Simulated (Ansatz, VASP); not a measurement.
One calculation of CuAu, two programs

```
Au Cu
1.0
     2.81075    0.00000    0.00000
     0.00000    2.81075    0.00000
     0.00000    0.00000    3.68500
Au Cu
1 1
Direct
  0.99294 0.00315 0.98443
  0.49656 0.48971 0.49476
```

Change from the starting cell: atoms moved at random, drawn with an rms of 0.05 Å.

Alike in both runs: task single point; functional PBE; k mesh 9 × 9 × 7; occupations fermi-dirac, width 0.05 eV; no spin polarisation.

|  | VASP | Ansatz |
| --- | --- | --- |
| version | VASP 6.6.1 | Ansatz 0.2.0 |
| potentials or method | VASP PAW PBE potentials, release 64 (Au, Cu), cutoff 520 eV | all-electron LAPW, scalar-relativistic |

```csv
,VASP,Ansatz,Ansatz less VASP
gap on the k mesh at the Fermi level (eV),none,none,-
pressure (GPa),4.9,4.7,-0.22
"traceless stress, the component that is largest in VASP (GPa)",-0.37,-0.42,-0.052
rms of the force components (eV/Å),0.176,0.176,+0.0001
```

Atom by atom the forces differ by 0.000 eV/Å (rms over components). A gap of «none» marks a metal or a gap that the smearing closes. Ansatz ran all-electron here, and VASP with PAW potentials.

Spin-orbit coupling is off throughout.
